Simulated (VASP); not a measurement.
Here is a VASP 6.6.1 calculation.

INCAR

```
SYSTEM = Sc
  ALGO = Normal
  DIPOL = 0.5 0.5 0.500
  EDIFF = 1E-6
  ENCUT = 520
  GGA = PS
  IDIPOL = 3
  ISIF = 2
  ISMEAR = -1
  LASPH = .TRUE.
  LCHARG = .FALSE.
  LDIPOL = .TRUE.
  LREAL = .FALSE.
  LWAVE = .FALSE.
  NBANDS = 42
  NELM = 60
  PREC = Accurate
  SIGMA = 0.05
```

File KPOINTS:

```
k-points
0
G
  13 13 1
  0 0 0
```

Contents of POSCAR:

```
Sc
1.0
    3.2186714418      0.0000000000      0.0000000000
    0.0000000000      3.2186714418      0.0000000000
    0.0000000000      0.0000000000     18.0550000000
Sc
6
Direct
    0.2500000000      0.2500000000      0.1938524313
    0.7500000000      0.7500000000      0.3105842469
    0.2500000000      0.2500000000      0.4376733390
    0.7500000000      0.7500000000      0.5623266613
    0.2500000000      0.2500000000      0.6894157236
    0.7500000000      0.7500000000      0.8061475687
```

Potentials or basis: VASP PAW PBE potentials, release 64 (Sc_sv).

Command:

```bash
$ cat potpaw_PBE.64/Sc_sv/POTCAR > POTCAR
$ mpirun -np 1 vasp_std > vasp.out
```

Q: Estimate the largest force.

A: 0.055 eV/Å.

Q: Predict the band gap on the k mesh.

A: Zero (bands 33 and 34 overlap by 0.57 eV).

Forces on the atoms (eV/Å):
```
Sc   0.000  0.000 -0.055
Sc   0.000  0.000  0.016
Sc   0.000  0.000 -0.003
Sc   0.000  0.000  0.003
Sc   0.000  0.000 -0.016
Sc   0.000  0.000  0.055
```

Caveat: the PAW data sets were made with another functional, which shifts forces and pressure a little.
